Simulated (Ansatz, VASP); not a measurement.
**One calculation of Si2W, two programs**

```
Si W
1.0
     4.43629    0.00000    0.00000
    -2.21815    3.84194    0.00000
     0.00000    0.00000    6.91263
Si W
6 3
Direct
  0.81498 0.62995 0.50000
  0.18502 0.81498 0.83333
  0.62995 0.81498 0.16667
  0.18502 0.37005 0.50000
  0.81498 0.18502 0.83333
  0.37005 0.18502 0.16667
  0.00000 0.50000 0.16667
  0.50000 0.50000 0.83333
  0.50000 0.00000 0.50000
```

Alike in both runs: task single point; functional LDA; k mesh 9 × 9 × 6; occupations gaussian, width 0.03 eV; no spin polarisation.

|  | VASP | Ansatz |
| --- | --- | --- |
| version | VASP 6.6.1 | Ansatz 0.2.0 |
| potentials or method | VASP PAW LDA potentials, release 64 (Si, W_sv), cutoff 520 eV | scalar-relativistic, plane waves, PAW |
| valence electrons in the cell | 66 | 66 |

```tsv
	VASP	Ansatz	Ansatz less VASP
gap on the k mesh at the Fermi level (eV)	0.27	0.26	-0.011
least direct gap on the mesh (eV)	0.87	0.86	-0.008
pressure (GPa)	6.7	6.0	-0.73
traceless stress, the component that is largest in VASP (GPa)	-15.03	-14.92	+0.111
rms of the force components (eV/Å)	1.374	1.368	-0.0057
```

Ansatz warns that its potentials were made for another functional, while VASP's fit it. LDA's correlation is that of Perdew and Zunger in VASP and of Perdew and Wang (1992) in Ansatz. Atom by atom the forces differ by 0.006 eV/Å (rms over components).

Spin-orbit coupling is off throughout.
